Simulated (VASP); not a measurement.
# AgCl in VASP: a series of runs

The runs below take AgCl through single point, with PBE+U.

All numbers are computed with VASP 6.6.1; they aren't measurements. Logs are shortened: lines on timing, memory, paths and dates and some standing lists are left out, and cuts for length are marked.

### Step 1. The cell of the first run

The typed cell holds 2 atoms: a = 3.453 Å, b = 3.411 Å, c = 3.400 Å, α = 90.16°, β = 90.39°, γ = 90.32°.

### Step 2. Single point, PBE+U

Input file INCAR:

```
  PREC = Accurate
  ENCUT = 630
  EDIFF = 1E-6
  ISMEAR = 0
  SIGMA = 0.1
  LREAL = False
  LASPH = True
  NELM = 200
  ALGO = Normal
  ISIF = 2
  LWAVE = False
  LCHARG = True
  LMAXMIX = 4
  LDAU = True
  LDAUTYPE = 2
  LDAUL = 2 -1
  LDAUU = 4.5 0
  LDAUJ = 0 0
  LDAUPRINT = 1
  GGA = PE
  LELF = True
  LVHAR = True
  NBANDS = 20
  GGA_COMPAT = False
```

Input file KPOINTS:

```
regular mesh
0
Gamma
  2 2 2
```

Input file POSCAR:

```
AgCl
1.0
    3.4531848139     -0.0094920797     -0.0117905796
   -0.0094920797      3.4105420314     -0.0047933018
   -0.0117905796     -0.0047933018      3.3996091865
Ag Cl
1 1
Direct
    0.0000000000      0.0000000000      0.0000000000
    0.5000000000      0.5000000000      0.5000000000
```

Potentials or basis: VASP PAW PBE potentials, release 64 (Ag_sv_GW, Cl).

The run is started by

```sh
$ cat potpaw_PBE.64/Ag_sv_GW/POTCAR potpaw_PBE.64/Cl/POTCAR > POTCAR
$ mpirun -np 1 vasp_std > vasp.out
```

OUTCAR:

```text
PREC = Accurate
   ENCUT = 630
   EDIFF = 1E-6
   ISMEAR = 0
   LREAL = False
   LASPH = True
   NELM = 200
   ISIF = 2
   GGA = PE

 ion  position               nearest neighbor table
   1  0.000  0.000  0.000-
   2  0.500  0.500  0.500-

  LATTYP: Found a triclinic cell.
 ALAT       =     5.9285643054
 B/A-ratio  =     0.5752756372
 C/A-ratio  =     0.5734327632
 COS(alpha) =     0.0028057078
 COS(beta)  =     0.5710402126
 COS(gamma) =     0.5801038811

  Lattice vectors:

 A1 = (  -3.4508863140,   3.4248274129,  -3.3926119087)
 A2 = (  -0.0094920797,   3.4105420314,  -0.0047933018)
 A3 = (   0.0117905796,   0.0047933018,  -3.3996091865)

Analysis of symmetry for initial positions (statically):
=====================================================================
 Subroutine PRICEL returns:
 Original cell was already a primitive cell.

 Routine SETGRP: Setting up the symmetry group for a
 triclinic supercell.

 Subroutine GETGRP returns: Found  2 space group operations
 (whereof  2 operations were pure point group operations)
 out of a pool of  2 trial point group operations.

The static configuration has the point symmetry S_2 .

Analysis of symmetry for dynamics (positions and initial velocities):
=====================================================================
 Subroutine PRICEL returns:
 Original cell was already a primitive cell.

 Routine SETGRP: Setting up the symmetry group for a
 triclinic supercell.

 Subroutine GETGRP returns: Found  2 space group operations
 (whereof  2 operations were pure point group operations)
 out of a pool of  2 trial point group operations.

The dynamic configuration has the point symmetry S_2 .

 Subroutine INISYM returns: Found  2 space group operations
 (whereof  2 operations are pure point group operations),
 and found     1 'primitive' translations

----------------------------------------------------------------------------------------

                                     Primitive cell

  volume of cell :      40.0371

  direct lattice vectors                    reciprocal lattice vectors
     3.453184814 -0.009492080 -0.011790580     0.289593397  0.000807398  0.001005511
    -0.009492080  3.410542031 -0.004793302     0.000807398  0.293211358  0.000416216
    -0.011790580 -0.004793302  3.399609187     0.001005511  0.000416216  0.294155533

  length of vectors
     3.453217989  3.410558609  3.399633012     0.289596268  0.293212765  0.294157546

  position of ions in fractional coordinates (direct lattice)
     0.000000000  0.000000000  0.000000000
     0.500000000  0.500000000  0.500000000

  ion indices of the primitive-cell ions
   primitive index   ion index
                 1           1
                 2           2

----------------------------------------------------------------------------------------

 KPOINTS: regular mesh

Automatic generation of k-mesh.
 Grid dimensions read from file:
 generate k-points for:    2    2    2

 Generating k-lattice:

  Cartesian coordinates                     Fractional coordinates (reciprocal lattice)
     0.144796698  0.000403699  0.000502755     0.500000000 -0.000000000  0.000000000
     0.000403699  0.146605679  0.000208108     0.000000000  0.500000000  0.000000000
     0.000502755  0.000208108  0.147077766     0.000000000 -0.000000000  0.500000000

  Length of vectors
     0.144798134  0.146606382  0.147078773

  Shift w.r.t. Gamma in fractional coordinates (k-lattice)
     0.000000000  0.000000000  0.000000000

 Subroutine IBZKPT returns following result:
 ===========================================

 Found      8 irreducible k-points:

 Following reciprocal coordinates:
            Coordinates               Weight
  0.000000  0.000000  0.000000      1.000000
  0.500000  0.000000 -0.000000      1.000000
  0.000000  0.500000 -0.000000      1.000000
  0.500000  0.500000  0.000000      1.000000
  0.000000  0.000000  0.500000      1.000000
  0.500000  0.000000  0.500000      1.000000
  0.000000  0.500000  0.500000      1.000000
  0.500000  0.500000  0.500000      1.000000
   k-points           NKPTS =      8   k-points in BZ     NKDIM =      8   number of bands    NBANDS=     20
   number of dos      NEDOS =    301   number of ions     NIONS =      2
   total plane-waves  NPLWV =  21952
   dimension x,y,z NGX =    28 NGY =   28 NGZ =   28
   dimension x,y,z NGXF=    56 NGYF=   56 NGZF=   56
   ions per type =               1   1
   NGX,Y,Z   is equivalent  to a cutoff of  13.48, 13.65, 13.69 a.u.
   NGXF,Y,Z  is equivalent  to a cutoff of  26.96, 27.30, 27.38 a.u.
 SYSTEM =  unknown system
   PREC   = accura    normal or accurate (medium, high low for compatibility)
   ISTART =      0    job   : 0-new  1-cont  2-samecut
   ICHARG =      2    charge: 1-file 2-atom 10-const
   ISPIN  =      1    spin polarized calculation?
   LNONCOLLINEAR =      F non collinear calculations
   LSORBIT =      F    spin-orbit coupling
   LASPH  =      T    aspherical Exc in radial PAW
   ENCUT  =  630.0 eV  46.30 Ry    6.80 a.u.   7.07  6.98  6.96*2*pi/ulx,y,z
   NELM   =    200;   NELMIN=  2; NELMDL= -5     # of ELM steps
   EDIFF  = 0.1E-05   stopping-criterion for ELM
   LREAL  =      F    real-space projection
   EDIFFG = 0.1E-04   stopping-criterion for IOM
   NSW    =      0    number of steps for IOM
   IBRION =     -1    ionic relax: 0-MD 1-quasi-New 2-CG
   NFREE  =      0    steps in history (QN), initial steepest desc. (CG)
   ISIF   =      2    stress and relaxation
   ISYM   =      2    0-nonsym 1-usesym 2-fastsym
   POTIM  = 0.5000    time-step for ionic-motion
   TEBEG  =    0.0;   TEEND  =   0.0 temperature during run
   PSTRESS=    0.0 pullay stress
   NELECT =      26.0000    total number of electrons
   NUPDOWN=      -1.0000    fix difference up-down
   EMIN   =  10.00;   EMAX   =-10.00  energy-range for DOS
   EFERMI =   0.00;   METHOD = LEGACY
   ISMEAR =     0;   SIGMA  =   0.10  broadening in eV -4-tet -1-fermi 0-gaus
   EFERMI_NEDOS =   21; number of points for ismear=-14 and -15
   IALGO  =     38    algorithm
   IMIX   =      4    mixing-type and parameters
     AMIX     =   0.40;   BMIX     =  1.00
     AMIX_MAG =   1.60;   BMIX_MAG =  1.00
  volume/ion in A,a.u.               =      20.02       135.09
  Fermi-wavevector in a.u.,A,eV,Ry     =   1.417680  2.679027 27.345228  2.009818
  Thomas-Fermi vector in A             =   2.538885
   LORBIT       =      0    0 simple, 1 ext, 2 COOP (PROOUT), +10 PAW based schemes
 LDA+U is selected, type is set to LDAUTYPE =  2
   angular momentum for each species LDAUL =     2   -1
   U (eV)           for each species LDAUU =   4.5  0.0
   J (eV)           for each species LDAUJ =   0.0  0.0
   GGA     = PE    functional components
   LHFCALC =     F    Hartree Fock is set to
   AEXX    =    0.0000 exact exchange contribution
   IVDW    =     0    specifies the selected vdW correction
   LEPSILON=     F    determine dielectric tensor
   LRPA    =     F    only Hartree local field effects (RPA)
 non-spin polarized calculation
 Gauss-broadening in eV      SIGMA  =   0.10
  energy-cutoff  :      630.00
  volume of cell :       40.04
 maximum number of plane-waves:      1454
   NGX = 15   NGY = 13   NGZ = 13

atom =   1  type =  1  l = 2

 onsite density matrix

spin component  1

  0.8920  0.0002  0.0001  0.0001 -0.0000
  0.0002  0.8917 -0.0000  0.0002  0.0000
  0.0001 -0.0000  0.8718 -0.0000 -0.0004
  0.0001  0.0002 -0.0000  0.8919 -0.0001
 -0.0000  0.0000 -0.0004 -0.0001  0.8725

spin component  2

  0.8920  0.0002  0.0001  0.0001 -0.0000
  0.0002  0.8917 -0.0000  0.0002  0.0000
  0.0001 -0.0000  0.8718 -0.0000 -0.0004
  0.0001  0.0002 -0.0000  0.8919 -0.0001
 -0.0000  0.0000 -0.0004 -0.0001  0.8725

 occupancies and eigenvectors

  o =  0.8717  v = -0.0035  0.0002  0.9143  0.0037  0.4049  0.0000  0.0000  0.0000  0.0000  0.0000      0.0000  0.0000  0.0000  0.0000  0.0000  0.0000  0.0000  0.0000  0.0000  0.0000
  o =  0.8717  v =  0.0000  0.0000  0.0000  0.0000  0.0000 -0.0035  0.0002  0.9143  0.0037  0.4049      0.0000  0.0000  0.0000  0.0000  0.0000  0.0000  0.0000  0.0000  0.0000  0.0000
  o =  0.8726  v =  0.0019 -0.0018 -0.4049  0.0033  0.9143  0.0000  0.0000  0.0000  0.0000  0.0000      0.0000  0.0000  0.0000  0.0000  0.0000  0.0000  0.0000  0.0000  0.0000  0.0000
  o =  0.8726  v =  0.0000  0.0000  0.0000  0.0000  0.0000  0.0019 -0.0018 -0.4049  0.0033  0.9143      0.0000  0.0000  0.0000  0.0000  0.0000  0.0000  0.0000  0.0000  0.0000  0.0000
  o =  0.8915  v =  0.3663 -0.8753  0.0016  0.3157 -0.0029  0.0000  0.0000  0.0000  0.0000  0.0000      0.0000  0.0000  0.0000  0.0000  0.0000  0.0000  0.0000  0.0000  0.0000  0.0000
  o =  0.8915  v =  0.0000  0.0000  0.0000  0.0000  0.0000  0.3663 -0.8753  0.0016  0.3157 -0.0029      0.0000  0.0000  0.0000  0.0000  0.0000  0.0000  0.0000  0.0000  0.0000  0.0000
  o =  0.8918  v =  0.0000  0.0000  0.0000  0.0000  0.0000  0.6107 -0.0298  0.0041 -0.7912  0.0033      0.0000  0.0000  0.0000  0.0000  0.0000  0.0000  0.0000  0.0000  0.0000  0.0000
  o =  0.8918  v =  0.6107 -0.0298  0.0041 -0.7912  0.0033  0.0000  0.0000  0.0000  0.0000  0.0000      0.0000  0.0000  0.0000  0.0000  0.0000  0.0000  0.0000  0.0000  0.0000  0.0000
  o =  0.8922  v =  0.0000  0.0000  0.0000  0.0000  0.0000 -0.7020 -0.4826 -0.0013 -0.5237  0.0018      0.0000  0.0000  0.0000  0.0000  0.0000  0.0000  0.0000  0.0000  0.0000  0.0000
  o =  0.8922  v = -0.7020 -0.4826 -0.0013 -0.5237  0.0018  0.0000  0.0000  0.0000  0.0000  0.0000      0.0000  0.0000  0.0000  0.0000  0.0000  0.0000  0.0000  0.0000  0.0000  0.0000

 number of electron      26.0000015 magnetization

 Free energy of the ion-electron system (eV)
  ---------------------------------------------------
  ext. energy  EPLUGINS =         0.00000000
  ---------------------------------------------------
  free energy    TOTEN  =         0.30550368 eV

  energy without entropy =        0.30550371  energy(sigma->0) =        0.30550369

 E-fermi :   3.9259     XC(G=0): -10.4321

 val. band max:        3.5542417031   @ k =   0.0000   0.5000  -0.0000
 cond. band min:       4.2870193342   @ k =   0.0000   0.0000   0.0000
 fundamental gap:      0.7327776310
 Fermi energy:         3.9258957029

 k-point     1 :       0.0000    0.0000    0.0000
  band No.  band energies     occupation
      1     -85.3940      2.00000
      2     -48.9774      2.00000
      3     -48.9760      2.00000
      4     -48.9713      2.00000
      5     -10.6964      2.00000
      6      -0.2169      2.00000
[... 173 lines left out ...]
     19      21.2806      0.00000
     20      21.3681      0.00000

------------------------ aborting loop because EDIFF is reached ----------------------------------------

  FORCE on cell =-STRESS in cart. coord.  units (eV):
  Direction    XX          YY          ZZ          XY          YZ          ZX
  --------------------------------------------------------------------------------------
  -------------------------------------------------------------------------------------
  Total        1.7845569      2.0806946      2.1594540     -0.0252471     -0.0141341     -0.0320311
  in kB       71.4131338     83.2637648     86.4155010     -1.0103188     -0.5656081     -1.2817994
  external PRESSURE =      80.3641332 kB  Pullay stress =       0.0000000 kB

 VOLUME and BASIS-vectors are now :
 -----------------------------------------------------------------------------
  energy-cutoff  :      630.00
  volume of cell :       40.04
      direct lattice vectors                 reciprocal lattice vectors
     3.453184814 -0.009492080 -0.011790580     0.289593397  0.000807398  0.001005511
    -0.009492080  3.410542031 -0.004793302     0.000807398  0.293211358  0.000416216
    -0.011790580 -0.004793302  3.399609187     0.001005511  0.000416216  0.294155533

 POSITION                                       TOTAL-FORCE (eV/Angst)
 -----------------------------------------------------------------------------------
      0.00000      0.00000      0.00000         0.000000      0.000000      0.000000
      1.71595      1.69813      1.69151        -0.000000     -0.000000      0.000000
 -----------------------------------------------------------------------------------
    total drift:                               -0.000000      0.000000      0.000000

  FREE ENERGIE OF THE ION-ELECTRON SYSTEM (eV)
  ---------------------------------------------------
  free  energy   TOTEN  =         0.3055036760 eV

  energy  without entropy=        0.3055037072  energy(sigma->0) =        0.30550369
```

Wall time 23 s (1 thread of AMD EPYC, shared host); peak memory 0.14 GiB.

What came out:

| Quantity | Value |
| --- | --- |
| Free energy | 0.3055 eV |
| Pressure | 8.0 GPa |
| Band gap on the k mesh | 0.73 eV (least direct gap 1.86 eV) |

Stress tensor (GPa, compression positive):
```
 7.14 -0.10 -0.13
-0.10  8.33 -0.06
-0.13 -0.06  8.64
```

Eigenvalues of the final occupation matrices:
| site | spin | trace | eigenvalues |
| --- | --- | --- | --- |
| site 1 d | 1 | 4.42 | 0.87 0.87 0.89 0.89 0.89 |
| site 1 d | 2 | 4.42 | 0.87 0.87 0.89 0.89 0.89 |

Caveat: the k points lie up to 0.92 Å⁻¹ apart, too coarse for converged energies, forces and pressures; semilocal functionals underestimate gaps, and a narrow one can read as zero.

### Step 3. Single point, PBE+U

This run uses another cell than the first one, of 20.25 Å³/atom.

Input file INCAR:

```
SYSTEM = AgCl
ALGO = Normal
EDIFF = 1E-6
ENCUT = 630
GGA = PE
GGA_COMPAT = .False.
ISIF = 2
ISMEAR = 0
ISYM = 0
LASPH = .True.
LCHARG = .True.
LDAU = .True.
LDAUJ = 0.4 0
LDAUL = 2 -1
LDAUPRINT = 1
LDAUTYPE = 1
LDAUU = 7.7 0
LELF = .True.
LMAXMIX = 4
LREAL = .False.
LVHAR = .True.
LWAVE = .False.
NBANDS = 20
NELM = 200
PREC = Accurate
SIGMA = 0.1
```

Input file KPOINTS:

```
k-points
0
Gamma
  6 7 3
  0 0 0
```

Input file POSCAR:

```
AgCl
1.0
    3.4339730000      0.0000000000      0.0000000000
    0.0000000000      3.4339730000      0.0000000000
    0.0000000000      0.0000000000      3.4339730000
Ag Cl
1 1
Direct
    0.0000000000      0.0000000000      0.0000000000
    0.5000000000      0.5000000000      0.5000000000
```

Potentials or basis: VASP PAW PBE potentials, release 64 (Ag_sv_GW, Cl).

The run is started by

```sh
$ cat potpaw_PBE.64/Ag_sv_GW/POTCAR potpaw_PBE.64/Cl/POTCAR > POTCAR
$ mpirun -np 1 vasp_std > vasp.out
```

Wall time 56 s (1 thread of AMD EPYC 7R43 (Zen 3), shared host); peak memory 0.19 GiB.

It converged, with:

| Quantity | Value |
| --- | --- |
| Free energy | 0.8244 eV |
| Pressure | 0.9 GPa |
| Band gap on the k mesh | 1.26 eV (least direct gap 2.32 eV) |

Levels at points of the mesh, in eV from the valence-band top:
```
           k point  band 9  band 10  band 11  band 12  band 13  band 14  band 15  band 16  band 17  band 18
(0.00, 0.00, 0.00)   -2.94    -2.94    -1.07    -1.07    -1.06     1.26     9.70     9.71    14.36    14.36
(0.50, 0.00, 0.00)   -3.54    -2.90    -2.29    -0.01     0.00     5.53     6.17     9.86    10.61    10.61
```

Eigenvalues of the final occupation matrices:
```tsv
site	spin	trace	eigenvalues
site 1 d	1	4.44	0.88 0.88 0.89 0.89 0.89
site 1 d	2	4.44	0.88 0.88 0.89 0.89 0.89
```

Caveat: the k points lie up to 0.61 Å⁻¹ apart. A k mesh can miss the band edges.
